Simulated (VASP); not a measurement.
# AlCo (P4mm) in VASP: notebook

The runs below take AlCo through single point, with PBE.

All numbers are computed with VASP 6.6.1; they aren't measurements. Logs are shortened: lines on timing, memory, paths and dates and some standing lists are left out, and cuts for length are marked.

## (1) The cell of the first run

Symmetry: P4mm, No. 99, tetragonal system. Conventional cell: a = 2.852 Å, b = 2.852 Å, c = 8.256 Å, α = 90.00°, β = 90.00°, γ = 90.00°. Within 3.3 Å of Al (site symmetry 4mm) lie 8 Co at 2.47 Å and 6 Al at 2.55 to 2.85 Å. Al (site symmetry 4mm) has 8 Co at 2.47 Å and 6 Al at 2.85 Å within 3.3 Å. Al (site symmetry 4mm) has 8 Co at 2.31 to 2.47 Å and 6 Al at 2.55 to 2.85 Å within 3.1 Å. Within 3.1 Å of Co (site symmetry 4mm) lie 8 Al at 2.31 to 2.47 Å and 6 Co at 2.55 to 2.85 Å. Co (site symmetry 4mm) has 8 Al at 2.47 Å and 6 Co at 2.85 Å within 3.3 Å. Co (site symmetry 4mm) has 8 Al at 2.47 Å and 6 Co at 2.55 to 2.85 Å within 3.3 Å.

## (2) Single point, PBE (the distance across one plane changed)

The input, INCAR:

```
SYSTEM = AlCo
ALGO = Fast
EDIFF = 1E-6
ENCUT = 520
GGA = PE
ISIF = 2
ISMEAR = 0
LASPH = .True.
LCHARG = .False.
LREAL = .False.
LWAVE = .False.
NBANDS = 27
NELM = 80
PREC = Accurate
SIGMA = 0.15
```

The input, KPOINTS:

```
k-points
0
Gamma
  21 21 7
  0 0 0
```

The input, POSCAR:

```
AlCo
1.0
    0.0000000000     -2.8519024102      0.0000000000
    0.0000000000      0.0000000000     -2.8519024102
    8.2557072306      0.0000000000      0.0000000000
Al Co
3 3
Direct
    1.0000000000      1.0000000000      0.2590673522
    1.0000000000      1.0000000000      0.6045135181
    1.0000000000      1.0000000000      0.9499596841
    0.5000000000      0.5000000000      0.0863442692
    0.5000000000      0.5000000000      0.4317904352
    0.5000000000      0.5000000000      0.7772366011
```

Potentials or basis: VASP PAW PBE potentials, release 64 (Al, Co).

Run with:

```sh
cat potpaw_PBE.64/Al/POTCAR potpaw_PBE.64/Co/POTCAR > POTCAR
mpirun -np 1 vasp_std > vasp.out
```

OUTCAR:

```text
SYSTEM = AlCo
   EDIFF = 1E-6
   ENCUT = 520
   GGA = PE
   ISIF = 2
   ISMEAR = 0
   LASPH = .True.
   LREAL = .False.
   NELM = 80
   PREC = Accurate

 ion  position               nearest neighbor table
   1  0.000  0.000  0.259-   4 2.47   5 2.47   4 2.47   5 2.47   4 2.47   5 2.47   4 2.47   5 2.47
                             3 2.55   2 2.85
   2  0.000  0.000  0.605-   5 2.47   5 2.47   5 2.47   5 2.47   6 2.47   6 2.47   6 2.47   6 2.47
                             1 2.85   3 2.85
   3  0.000  0.000  0.950-   4 2.31   4 2.31   4 2.31   4 2.31   6 2.47   6 2.47   6 2.47   6 2.47
                             1 2.55   2 2.85
   4  0.500  0.500  0.086-   3 2.31   3 2.31   3 2.31   3 2.31   1 2.47   1 2.47   1 2.47   1 2.47
                             6 2.55   5 2.85
   5  0.500  0.500  0.432-   2 2.47   2 2.47   2 2.47   2 2.47   1 2.47   1 2.47   1 2.47   1 2.47
                             6 2.85   4 2.85
   6  0.500  0.500  0.777-   2 2.47   3 2.47   2 2.47   3 2.47   2 2.47   3 2.47   2 2.47   3 2.47
                             4 2.55   5 2.85

  LATTYP: Found a simple tetragonal cell.
 ALAT       =     2.8519024102
 C/A-ratio  =     2.8948070597

  Lattice vectors:

 A1 = (   0.0000000000,  -2.8519024102,   0.0000000000)
 A2 = (   0.0000000000,   0.0000000000,  -2.8519024102)
 A3 = (   8.2557072306,   0.0000000000,   0.0000000000)

Analysis of symmetry for initial positions (statically):
=====================================================================
 Subroutine PRICEL returns:
 Original cell was already a primitive cell.

 Routine SETGRP: Setting up the symmetry group for a
 simple tetragonal supercell.

 Subroutine GETGRP returns: Found  8 space group operations
 (whereof  8 operations were pure point group operations)
 out of a pool of 16 trial point group operations.

The static configuration has the point symmetry C_4v.

Analysis of symmetry for dynamics (positions and initial velocities):
=====================================================================
 Subroutine PRICEL returns:
 Original cell was already a primitive cell.

 Routine SETGRP: Setting up the symmetry group for a
 simple tetragonal supercell.

 Subroutine GETGRP returns: Found  8 space group operations
 (whereof  8 operations were pure point group operations)
 out of a pool of 16 trial point group operations.

The dynamic configuration has the point symmetry C_4v.

 Subroutine INISYM returns: Found  8 space group operations
 (whereof  8 operations are pure point group operations),
 and found     1 'primitive' translations

----------------------------------------------------------------------------------------

                                     Primitive cell

  volume of cell :      67.1465

  direct lattice vectors                    reciprocal lattice vectors
     0.000000000 -2.851902410  0.000000000     0.000000000 -0.350643134  0.000000000
     0.000000000  0.000000000 -2.851902410     0.000000000  0.000000000 -0.350643134
     8.255707231  0.000000000  0.000000000     0.121128326  0.000000000  0.000000000

  length of vectors
     2.851902410  2.851902410  8.255707231     0.350643134  0.350643134  0.121128326

  position of ions in fractional coordinates (direct lattice)
     0.000000000  0.000000000  0.259067352
     0.000000000  0.000000000  0.604513518
     0.000000000  0.000000000  0.949959684
     0.500000000  0.500000000  0.086344269
     0.500000000  0.500000000  0.431790435
     0.500000000  0.500000000  0.777236601

  ion indices of the primitive-cell ions
   primitive index   ion index
                 1           1
                 2           2
                 3           3
                 4           4
                 5           5
                 6           6

----------------------------------------------------------------------------------------

 KPOINTS: k-points

Automatic generation of k-mesh.
 Grid dimensions read from file:
 generate k-points for:   21   21    7

 Generating k-lattice:

  Cartesian coordinates                     Fractional coordinates (reciprocal lattice)
     0.000000000 -0.016697292  0.000000000     0.047619048  0.000000000  0.000000000
     0.000000000  0.000000000 -0.016697292     0.000000000  0.047619048  0.000000000
     0.017304047  0.000000000  0.000000000     0.000000000  0.000000000  0.142857143

  Length of vectors
     0.016697292  0.016697292  0.017304047

  Shift w.r.t. Gamma in fractional coordinates (k-lattice)
     0.000000000  0.000000000  0.000000000

 Subroutine IBZKPT returns following result:
 ===========================================

 Found    264 irreducible k-points:

 Following reciprocal coordinates:
            Coordinates               Weight
  0.000000  0.000000  0.000000      1.000000
  0.047619  0.000000  0.000000      4.000000
  0.095238  0.000000  0.000000      4.000000
  0.142857  0.000000  0.000000      4.000000
  0.190476  0.000000  0.000000      4.000000
  0.238095  0.000000  0.000000      4.000000
[... 16 lines left out ...]
  0.142857  0.095238  0.000000      8.000000
  0.190476  0.095238  0.000000      8.000000
 [... further k-points ...]
   k-points           NKPTS =    264   k-points in BZ     NKDIM =    264   number of bands    NBANDS=     27
   number of dos      NEDOS =    301   number of ions     NIONS =      6
   total plane-waves  NPLWV =  36864
   dimension x,y,z NGX =    24 NGY =   24 NGZ =   64
   dimension x,y,z NGXF=    48 NGYF=   48 NGZF=  128
   ions per type =               3   3
   NGX,Y,Z   is equivalent  to a cutoff of  13.99, 13.99, 12.89 a.u.
   NGXF,Y,Z  is equivalent  to a cutoff of  27.98, 27.98, 25.78 a.u.
 SYSTEM =  AlCo
   PREC   = accura    normal or accurate (medium, high low for compatibility)
   ISTART =      0    job   : 0-new  1-cont  2-samecut
   ICHARG =      2    charge: 1-file 2-atom 10-const
   ISPIN  =      1    spin polarized calculation?
   LNONCOLLINEAR =      F non collinear calculations
   LSORBIT =      F    spin-orbit coupling
   LASPH  =      T    aspherical Exc in radial PAW
   ENCUT  =  520.0 eV  38.22 Ry    6.18 a.u.   5.30  5.30 15.35*2*pi/ulx,y,z
   NELM   =     80;   NELMIN=  2; NELMDL= -5     # of ELM steps
   EDIFF  = 0.1E-05   stopping-criterion for ELM
   LREAL  =      F    real-space projection
   EDIFFG = 0.1E-04   stopping-criterion for IOM
   NSW    =      0    number of steps for IOM
   IBRION =     -1    ionic relax: 0-MD 1-quasi-New 2-CG
   NFREE  =      0    steps in history (QN), initial steepest desc. (CG)
   ISIF   =      2    stress and relaxation
   ISYM   =      2    0-nonsym 1-usesym 2-fastsym
   POTIM  = 0.5000    time-step for ionic-motion
   TEBEG  =    0.0;   TEEND  =   0.0 temperature during run
   PSTRESS=    0.0 pullay stress
   NELECT =      36.0000    total number of electrons
   NUPDOWN=      -1.0000    fix difference up-down
   EMIN   =  10.00;   EMAX   =-10.00  energy-range for DOS
   EFERMI =   0.00;   METHOD = LEGACY
   ISMEAR =     0;   SIGMA  =   0.15  broadening in eV -4-tet -1-fermi 0-gaus
   EFERMI_NEDOS =   21; number of points for ismear=-14 and -15
   IALGO  =     68    algorithm
   IMIX   =      4    mixing-type and parameters
     AMIX     =   0.40;   BMIX     =  1.00
     AMIX_MAG =   1.60;   BMIX_MAG =  1.00
  volume/ion in A,a.u.               =      11.19        75.52
  Fermi-wavevector in a.u.,A,eV,Ry     =   1.329947  2.513236 24.065442  1.768760
  Thomas-Fermi vector in A             =   2.459071
   LORBIT       =      0    0 simple, 1 ext, 2 COOP (PROOUT), +10 PAW based schemes
   GGA     = PE    functional components
   LHFCALC =     F    Hartree Fock is set to
   AEXX    =    0.0000 exact exchange contribution
   IVDW    =     0    specifies the selected vdW correction
   LEPSILON=     F    determine dielectric tensor
   LRPA    =     F    only Hartree local field effects (RPA)
 non-spin polarized calculation
 RMM-DIIS sequential band-by-band and
 Gauss-broadening in eV      SIGMA  =   0.15
  energy-cutoff  :      520.00
  volume of cell :       67.15
 maximum number of plane-waves:      1839
 NGX is ok and might be reduce to    24
   NGX = 11   NGY = 11   NGZ = 31

 number of electron      35.9999993 magnetization

 Free energy of the ion-electron system (eV)
  ---------------------------------------------------
  ext. energy  EPLUGINS =         0.00000000
  ---------------------------------------------------
  free energy    TOTEN  =       -35.55621718 eV

  energy without entropy =      -35.52646083  energy(sigma->0) =      -35.54133901

 E-fermi :  10.9777     XC(G=0): -12.4237

 val. band max:       10.9714963385   @ k =   0.4762   0.1429   0.0000
 cond. band min:      10.9792869691   @ k =   0.4286   0.3810   0.1429
 fundamental gap:      0.0077906306
 Fermi energy:        10.9776960127

 k-point     1 :       0.0000    0.0000    0.0000
  band No.  band energies     occupation
      1      -0.3281      2.00000
      2       1.7729      2.00000
      3       2.0840      2.00000
      4       6.7733      2.00000
      5       7.0620      2.00000
      6       7.7348      2.00000
[... 19 lines left out ...]
     26      19.4697      0.00000
     27      19.6693      0.00000

 k-point     2 :       0.0476    0.0000    0.0000
  band No.  band energies     occupation
      1      -0.2850      2.00000
      2       1.8127      2.00000
      3       2.1227      2.00000
      4       6.7966      2.00000
      5       7.0803      2.00000
      6       7.7337      2.00000
[... 19 lines left out ...]
     26      19.2547      0.00000
     27      19.7274      0.00000

 k-point     3 :       0.0952    0.0000    0.0000
  band No.  band energies     occupation
      1      -0.1561      2.00000
      2       1.9316      2.00000
      3       2.2384      2.00000
      4       6.8647      2.00000
      5       7.1333      2.00000
      6       7.7233      2.00000
[... 594 lines left out ...]
      1       0.2271      2.00000
      2       2.2830      2.00000
      3       2.5799      2.00000
      4       7.0575      2.00000
      5       7.2902      2.00000
      6       7.7125      2.00000
[... 19 lines left out ...]
     26      18.4481      0.00000
     27      19.0422      0.00000

 k-point    24 :       0.1905    0.0952    0.0000
  band No.  band energies     occupation
      1       0.5217      2.00000
      2       2.5508      2.00000
      3       2.8394      2.00000
      4       7.1871      2.00000
      5       7.3917      2.00000
      6       7.6327      2.00000
[... 19 lines left out ...]
     26      18.6717      0.00000
     27      19.3719      0.00000

 [... further k-points ...]

------------------------ aborting loop because EDIFF is reached ----------------------------------------

  FORCE on cell =-STRESS in cart. coord.  units (eV):
  Direction    XX          YY          ZZ          XY          YZ          ZX
  --------------------------------------------------------------------------------------
  -------------------------------------------------------------------------------------
  Total        6.0466601      2.6328744      2.6328744      0.0000000      0.0000000      0.0000000
  in kB      144.2788038     62.8227763     62.8227763      0.0000000      0.0000000      0.0000000
  external PRESSURE =      89.9747854 kB  Pullay stress =       0.0000000 kB

 VOLUME and BASIS-vectors are now :
 -----------------------------------------------------------------------------
  energy-cutoff  :      520.00
  volume of cell :       67.15
      direct lattice vectors                 reciprocal lattice vectors
     0.000000000 -2.851902410  0.000000000     0.000000000 -0.350643134  0.000000000
     0.000000000  0.000000000 -2.851902410     0.000000000  0.000000000 -0.350643134
     8.255707231  0.000000000  0.000000000     0.121128326  0.000000000  0.000000000

 POSITION                                       TOTAL-FORCE (eV/Angst)
 -----------------------------------------------------------------------------------
      2.13878      0.00000      0.00000         0.975305      0.000000      0.000000
      4.99069      0.00000      0.00000         0.024345     -0.000000      0.000000
      7.84259      0.00000      0.00000        -2.412231     -0.000000      0.000000
      0.71283     -1.42595     -1.42595         2.214762     -0.000000     -0.000000
      3.56474     -1.42595     -1.42595        -0.028272     -0.000000     -0.000000
      6.41664     -1.42595     -1.42595        -0.773909     -0.000000     -0.000000
 -----------------------------------------------------------------------------------
    total drift:                                0.000100     -0.000000      0.000000

  FREE ENERGIE OF THE ION-ELECTRON SYSTEM (eV)
  ---------------------------------------------------
  free  energy   TOTEN  =       -35.5562171846 eV

  energy  without entropy=      -35.5264608290  energy(sigma->0) =      -35.54133901
```

Run time: 7.4 min. Hardware: 1 thread of AMD EPYC 7R13 (Zen 3), shared host; peak memory 0.46 GiB.

What came out:

```yaml
Free_energy: -35.5562 eV
Pressure: 9.0 GPa
Largest_force: 2.412 eV/Å
Band_gap_on_the_k_mesh: zero (bands 18 and 19 overlap by 0.87 eV)
```

Forces in eV/Å, atoms in the order of the input:
```
Al   0.975  0.000  0.000
Al   0.024  0.000  0.000
Al  -2.412  0.000  0.000
Co   2.215  0.000  0.000
Co  -0.028  0.000  0.000
Co  -0.774  0.000  0.000
```

Caveat: the cell differs from its parent crystal (the distance across one plane changed); the stress differs along the axes, from 6 to 14 GPa; the run has no spin polarisation, though such a crystal can be magnetic; forces of over 1 eV/Å act on the atoms, so gaps and moduli don't describe the material at rest. Spin polarisation is off, so any magnetic state and its effect on volume and gap are missing.

## (3) Single point, PBE (the distance across one plane changed)

The input, INCAR:

```
SYSTEM = AlCo
PREC     = Accurate       ! precision mode
ENCUT    = 520            ! plane-wave cutoff, eV
EDIFF    = 1E-7           ! SCF threshold, eV
ISMEAR   = 0              ! smearing method
SIGMA    = 0.15           ! smearing width, eV
LREAL    = .FALSE.        ! projectors in reciprocal space
LASPH    = .TRUE.         ! aspherical terms in the spheres
NELM     = 60             ! most SCF steps
ALGO     = Fast           ! electronic algorithm
ISIF     = 2              ! what is computed and relaxed
LWAVE    = .FALSE.        ! write WAVECAR
LCHARG   = .TRUE.         ! write CHGCAR
GGA      = PE             ! functional
LELF     = .TRUE.         ! ELF
LVHAR    = .TRUE.       
NBANDS   = 27             ! bands
```

The input, KPOINTS:

```
Automatic mesh
0
G
  21 21 7
  0 0 0
```

The input, POSCAR:

```
AlCo
1.0
    0.0000000000     -2.8519024102      0.0000000000
    0.0000000000      0.0000000000     -2.8519024102
    8.8057072306      0.0000000000      0.0000000000
Al Co
3 3
Direct
    1.0000000000      1.0000000000      0.2428861370
    1.0000000000      1.0000000000      0.5667559109
    1.0000000000      1.0000000000      0.8906256849
    0.5000000000      0.5000000000      0.0809512500
    0.5000000000      0.5000000000      0.4048210239
    0.5000000000      0.5000000000      0.7286907979
```

Potentials or basis: VASP PAW PBE potentials, release 64 (Al, Co).

Run with:

```sh
cat potpaw_PBE.64/Al/POTCAR potpaw_PBE.64/Co/POTCAR > POTCAR
mpirun -np 1 vasp_std > vasp.out
```

It took 9.4 min on 1 thread of AMD EPYC 7R13 (Zen 3), shared host; peak memory 0.48 GiB.

The run converged. Its results:

```yaml
Free_energy: -35.7983 eV
Pressure: -3.8 GPa
Largest_force: 1.105 eV/Å
Band_gap_on_the_k_mesh: zero (bands 18 and 19 overlap by 0.99 eV)
```

Forces on the atoms (eV/Å):
```
Al  -0.412  0.000  0.000
Al  -0.043  0.000  0.000
Al   1.105  0.000  0.000
Co  -0.932  0.000  0.000
Co   0.033  0.000  0.000
Co   0.248  0.000  0.000
```

Stress tensor (GPa, compression positive):
```
-5.74  0.00  0.00
 0.00 -2.89  0.00
 0.00  0.00 -2.89
```

Levels at points of the mesh, in eV from the Fermi level:
```tsv
k point	band 16	band 17	band 18	band 19	band 20	band 21
(0.00, 0.00, 0.00)	-0.76	-0.73	-0.45	0.18	0.66	5.28
```

Caveat: the cell differs from its parent crystal (the distance across one plane changed); the cell stands under tension; the run has no spin polarisation, though such a crystal can be magnetic; forces of over 1 eV/Å act on the atoms, so gaps and moduli don't describe the material at rest. Spin polarisation is off, so any magnetic state and its effect on volume and gap are missing.
